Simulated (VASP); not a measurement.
Input of a VASP 6.6.1 run:

The input INCAR:

```
PREC     = Accurate       # precision mode
ENCUT    = 600            # plane-wave cutoff, eV
EDIFF    = 1E-6           # SCF threshold, eV
ISMEAR   = 0              # smearing method
SIGMA    = 0.02           # smearing width, eV
LREAL    = F              # projectors in reciprocal space
LASPH    = T              # aspherical terms in the spheres
NELM     = 120            # most SCF steps
ALGO     = Normal         # electronic algorithm
ISIF     = 2              # what is computed and relaxed
LWAVE    = F              # write WAVECAR
LCHARG   = F              # write CHGCAR
GGA      = PE             # functional
NBANDS   = 11             # bands
GGA_COMPAT= F
```

The input KPOINTS:

```
regular mesh
0
Gamma
  12 12 12
```

File POSCAR:

```
BN
1.0
    0.0000000000      1.7668057345      1.7668057345
    1.7668057345      0.0000000000      1.7668057345
    1.7668057345      1.7668057345      0.0000000000
B N
1 1
Direct
    0.0000000000      0.0000000000      0.0000000000
    0.7500000000      0.7500000000      0.7500000000
```

Potentials or basis: VASP PAW PBE potentials, release 64 (B, N).

The run is started by

```sh
$ cat potpaw_PBE.64/B/POTCAR potpaw_PBE.64/N/POTCAR > POTCAR
$ mpirun -np 1 vasp_std > vasp.out
```

Question: Estimate the pressure.

Answer: 32.8 GPa.

Question: What does it give for the band gap on the k mesh?

Answer: 4.53 eV, indirect (least direct gap 9.15 eV).

Caveat: the cell differs from its parent crystal (strained). A k mesh can miss the band edges.
